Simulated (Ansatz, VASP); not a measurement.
# One calculation of CsPbCl3, two programs

```
Cs Pb Cl
1.0
     5.85722    0.00000    0.00000
     0.00000    5.35278    0.00000
     0.00000    0.00000    5.60500
Cs Pb Cl
1 1 3
Direct
  0.00000 0.00000 0.00000
  0.50000 0.50000 0.50000
  0.00000 0.50000 0.50000
  0.50000 0.00000 0.50000
  0.50000 0.50000 0.00000
```

Change from the starting cell: strain +0.0450 x Voigt [1, -1, 0, 0, 0, 0], atoms carried along.

Alike in both runs: task single point; functional LDA; k mesh 6 × 6 × 6; occupations gaussian, width 0.05 eV; no spin polarisation.

```csv
,VASP,Ansatz
version,VASP 6.6.1,Ansatz 0.2.0
potentials or method,"VASP PAW LDA potentials, release 64 (Cs_sv, Pb_d, Cl), cutoff 520 eV","scalar-relativistic, plane waves, PAW"
valence electrons in the cell,44,44
```

VASP gave:

* gap on the k mesh at the Fermi level (eV): 1.30
* least direct gap on the mesh (eV): 1.30
* pressure (GPa): -0.8
* traceless stress, the component that is largest in VASP (GPa): 2.58

Problem. Which values does Ansatz return?

Solution. gap on the k mesh at the Fermi level (eV): 1.33; least direct gap on the mesh (eV): 1.33; pressure (GPa): -0.8; traceless stress, the component that is largest in VASP (GPa): 2.56.

LDA's correlation is that of Perdew and Zunger in VASP and of Perdew and Wang (1992) in Ansatz.

Neither program's run includes spin-orbit coupling.
